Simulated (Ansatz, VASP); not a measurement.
## Two plane-wave programs on Hf

INCAR

```
PREC = Accurate ; ENCUT = 520
EDIFF = 1E-6 ; ISMEAR = 0
SIGMA = 0.15 ; LREAL = False
LASPH = True ; NELM = 100
ALGO = Fast ; ISIF = 2
LWAVE = False ; LCHARG = False
GGA = PS ; NBANDS = 17
```

File KPOINTS:

```
Automatic mesh
0
Gamma
  18 18 10
```

POSCAR

```
Hf
1.0
    3.3183000000      0.0000000000      0.0000000000
   -1.6591500000      2.8737320974      0.0000000000
    0.0000000000      0.0000000000      5.2960000000
Hf
2
Direct
    0.3333333333      0.6666666667      0.2500000000
    0.6666666667      0.3333333333      0.7500000000
```

Input for Ansatz:

```yaml
crystal:
  lattice:
    - [3.3183, 0.0, 0.0]
    - [-1.65915, 2.8737320974, 0.0]
    - [0.0, 0.0, 5.296]
  atoms:
    - { symbol: Hf, position: [0.3333333333, 0.6666666667, 0.25] }
    - { symbol: Hf, position: [0.6666666667, 0.3333333333, 0.75] }
basis:
  ecutwfc: 420
kpoints:
  mp_grid: { grid: [18, 18, 10] }
hamiltonian:
  xc: pbesol
  pseudopotentials: { kind: paw }
scf:
  occupations: { method: gaussian, width: 0.15 }
output:
  forces: true
  stress: true
  eigenvalues: true
```

Alike in both runs: task single point; functional PBEsol; k mesh 18 × 18 × 10; occupations gaussian, width 0.15 eV; no spin polarisation.

```csv
,VASP,Ansatz
version,VASP 6.6.1,Ansatz 0.2.0
potentials or method,"VASP PAW PBE potentials, release 64 (Hf_pv), cutoff 520 eV","scalar-relativistic, plane waves, PAW"
valence electrons in the cell,20,52
```

|  | VASP | Ansatz | Ansatz less VASP |
| --- | --- | --- | --- |
| gap on the k mesh at the Fermi level (eV) | none | none | - |
| pressure (GPa) | -13.9 | -13.5 | +0.39 |
| traceless stress, the component that is largest in VASP (GPa) | -0.87 | -0.83 | +0.038 |

VASP's potentials were made for PBE, not for PBEsol. A gap of «none» marks a metal or a gap that the smearing closes. VASP's potentials hold 20 valence electrons a cell and Ansatz's 52, so a difference there can come from the potentials and not from the codes.

Neither program's run includes spin-orbit coupling.
